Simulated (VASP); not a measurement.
A run of VASP 6.6.1 is set up as follows.

File INCAR:

```
PREC = Accurate ; ENCUT = 600
EDIFF = 1E-6 ; ISMEAR = 0
SIGMA = 0.02 ; LREAL = F
LASPH = T ; NELM = 100
ALGO = Normal ; ISIF = 4
LWAVE = F ; LCHARG = F
GGA = PE ; IBRION = 2
NSW = 50 ; EDIFFG = -0.01
```

File KPOINTS:

```
Automatic mesh
0
Gamma
  12 12 2
```

The input POSCAR:

```
SiC
1.0
    3.0637333288      0.0000000000      0.0000000000
   -1.5318666644      2.6532708931      0.0000000000
    0.0000000000      0.0000000000     15.0330310912
Si C
6 6
Direct
    0.0000000000      0.0000000000      0.1250399221
    0.0000000000      0.0000000000      0.6250399221
    0.3333333333      0.6666666667      0.2918177992
    0.6666666667      0.3333333333      0.7918177992
    0.3333333333      0.6666666667      0.9583095063
    0.6666666667      0.3333333333      0.4583095063
    0.0000000000      0.0000000000     -0.0003123163
    0.0000000000      0.0000000000      0.4996876837
    0.3333333333      0.6666666667      0.1668296831
    0.6666666667      0.3333333333      0.6668296831
    0.3333333333      0.6666666667      0.8333154055
    0.6666666667      0.3333333333      0.3333154055
```

Potentials or basis: VASP PAW PBE potentials, release 64 (Si, C).

Launch:

```sh
$ cat potpaw_PBE.64/Si/POTCAR potpaw_PBE.64/C/POTCAR > POTCAR
$ mpirun -np 1 vasp_std > vasp.out
```

Predict the band gap on the k mesh.

2.02 eV (least direct gap 3.12 eV).

Forces in eV/Å, atoms in the order of the input:
```
Si   0.000  0.000 -0.008
Si   0.000  0.000 -0.008
Si   0.000  0.000  0.001
Si   0.000  0.000  0.001
Si   0.000  0.000  0.002
Si   0.000  0.000  0.002
C    0.000  0.000  0.005
C    0.000  0.000  0.005
C    0.000  0.000  0.000
C    0.000  0.000  0.000
C    0.000  0.000  0.000
C    0.000  0.000  0.000
```

Caveat: the relaxation stopped at its first step, so nothing moved. A k mesh can miss the band edges.
